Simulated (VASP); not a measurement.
# BaTiO3: single point with PBE

The system is BaTiO3.

```
Ba Ti O
1.0
     3.99980    0.00000    0.00000
     0.00000    3.99980    0.00000
     0.00000    0.00000    4.05818
Ba Ti O
1 1 3
Direct
  0.00000 0.00000 0.99498
  0.50000 0.50000 0.47904
  0.50000 0.50000 0.02608
  0.50000 0.00000 0.51395
  0.00000 0.50000 0.51395
```

This cell differs from its parent crystal: z stretched by +1 %, then relaxed in part.

| Item | Value |
| --- | --- |
| Program | VASP 6.6.1 |
| Task | single point |
| Functional | PBE |
| Potentials or basis | VASP PAW PBE potentials, release 64 (Ba_sv, Ti_sv, O_h) |
| Cutoff | 1340 eV |
| k mesh | 8 × 8 × 8 |
| Occupations | fermi-dirac, width 0.02 eV |
| Spin | no spin polarisation |
| Dipole correction | no |
| Further INCAR settings | ALGO = Normal; EDIFF = 1e-06; NBANDS = 28 |

```yaml
Pressure: 3.6 GPa
Largest_force: 0.042 eV/Å
Band_gap_on_the_k_mesh: 1.79 eV (least direct gap 2.20 eV)
```

Forces on the atoms (eV/Å):
```
Ba   0.000  0.000  0.032
Ti   0.000  0.000  0.029
O    0.000  0.000 -0.042
O    0.000  0.000 -0.009
O    0.000  0.000 -0.009
```

Stress tensor (GPa, compression positive):
```
2.99 0.00 0.00
0.00 2.99 0.00
0.00 0.00 4.78
```

Levels at points of the mesh, in eV from the valence-band top:
| k point | band 18 | band 19 | band 20 | band 21 | band 22 | band 23 |
| --- | --- | --- | --- | --- | --- | --- |
| (0.00, 0.00, 0.00) | -0.52 | -0.41 | -0.41 | 1.79 | 2.19 | 2.19 |
| (0.50, 0.00, 0.00) | -1.68 | -1.18 | -1.02 | 2.30 | 3.48 | 3.55 |
| (0.50, 0.50, 0.00) | -1.09 | -1.09 | -0.08 | 3.57 | 3.57 | 3.92 |
| (0.00, 0.00, 0.50) | -1.97 | -0.72 | -0.72 | 1.94 | 3.56 | 3.56 |
| (0.50, 0.00, 0.50) | -0.97 | -0.94 | -0.29 | 3.51 | 3.57 | 3.89 |
| (0.50, 0.50, 0.50) | -0.21 | -0.21 | 0.00 | 4.13 | 4.13 | 4.14 |

Wall time 5.2 min on 1 thread of Intel(R) Xeon(R) Platinum 8488C (Sapphire Rapids) (shared host), peak memory 0.71 GiB.

Caveat: the cell differs from its parent crystal (z stretched by +1 %, then relaxed in part); the cell stands under pressure; spin-orbit coupling is left out, which moves the levels of the heavy elements. A k mesh can miss the band edges.
